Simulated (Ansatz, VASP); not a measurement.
## Two plane-wave programs on CsPbSe3

```xyz
10
Lattice="7.0460 0.0000 0.0000 -3.5230 6.1020 0.0000 0.0000 0.0000 7.5148" Properties=species:S:1:pos:R:3 pbc="T T T"
Cs    0.0000    4.0680    5.6361
Cs    3.5230    2.0340    1.8787
Pb    0.0000    0.0000    0.0000
Pb    0.0000    0.0000    3.7574
Se    3.5230    3.7081    5.6361
Se    2.0732    1.1970    5.6361
Se    4.9728    1.1970    5.6361
Se    0.0000    2.3940    1.8787
Se    1.4498    4.9050    1.8787
Se   -1.4498    4.9050    1.8787
```

Alike in both runs: functional PBE; k mesh 3 × 3 × 4; occupations gaussian, width 0.1 eV; no spin polarisation.

Ansatz relaxed the structure, and its values are those at the end. VASP's run is a single point on that final structure, the one shown.

```csv
,VASP,Ansatz
version,VASP 6.6.1,Ansatz 0.2.0
potentials or method,"VASP PAW PBE potentials, release 64 (Cs_sv, Pb_d, Se), cutoff 520 eV","scalar-relativistic, plane waves, PAW"
valence electrons in the cell,82,142
```

|  | VASP | Ansatz | Ansatz less VASP |
| --- | --- | --- | --- |
| gap on the k mesh at the Fermi level (eV) | none | none | - |
| pressure (GPa) | 0.1 | 0.0 | -0.04 |
| rms of the force components (eV/Å) | 0.001 | 0.003 | +0.0025 |

A gap of «none» marks a metal or a gap that the smearing closes. VASP's potentials hold 82 valence electrons a cell and Ansatz's 142, so a difference there can come from the potentials and not from the codes.

Spin-orbit coupling is off throughout.
